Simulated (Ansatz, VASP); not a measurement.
**Two plane-wave programs on Ag**

The input INCAR:

```
ALGO = Fast
EDIFF = 1E-6
ENCUT = 520
GGA = PS
ISIF = 2
ISMEAR = 0
LASPH = T
LCHARG = F
LREAL = F
LWAVE = F
NBANDS = 12
NELM = 60
PREC = Accurate
SIGMA = 0.15
```

File KPOINTS:

```
k-points
0
Gamma
  20 20 20
```

Contents of POSCAR:

```
Ag
1.0
   -1.7881063200      1.7881063200      1.7218801600
    1.7881063200     -1.7881063200      1.7218801600
    1.7881063200      1.7881063200     -1.7218801600
Ag
1
Direct
    0.0000000000      0.0000000000      0.0000000000
```

Input for Ansatz:

```yaml
crystal:
  lattice:
    - [-1.78810632, 1.78810632, 1.72188016]
    - [1.78810632, -1.78810632, 1.72188016]
    - [1.78810632, 1.78810632, -1.72188016]
  atoms:
    - { symbol: Ag, position: [0.0, 0.0, 0.0] }
basis:
  ecutwfc: 420
kpoints:
  mp_grid: { grid: [20, 20, 20] }
hamiltonian:
  xc: pbesol
scf:
  occupations: { method: gaussian, width: 0.15 }
output:
  forces: true
  stress: true
  eigenvalues: true
```

Change from the starting cell: strain +0.080 along x and y, +0.040 along z, atoms carried along.

Alike in both runs: task single point; functional PBEsol; k mesh 20 × 20 × 20; occupations gaussian, width 0.15 eV; no spin polarisation.

```csv
,VASP,Ansatz
version,VASP 6.6.1,Ansatz 0.2.0
potentials or method,"VASP PAW PBE potentials, release 64 (Ag), cutoff 520 eV","scalar-relativistic, plane waves, PAW"
valence electrons in the cell,11,19
```

|  | VASP | Ansatz | Ansatz less VASP |
| --- | --- | --- | --- |
| gap on the k mesh at the Fermi level (eV) | none | none | - |
| pressure (GPa) | -14.4 | -14.4 | -0.03 |
| traceless stress, the component that is largest in VASP (GPa) | -0.27 | -0.27 | -0.002 |

VASP's potentials were made for PBE, not for PBEsol. A gap of «none» marks a metal or a gap that the smearing closes. With one functional, cell and mesh, what is left measures potentials, basis and numerics. VASP's potentials hold 11 valence electrons a cell and Ansatz's 19, so a difference there can come from the potentials and not from the codes.
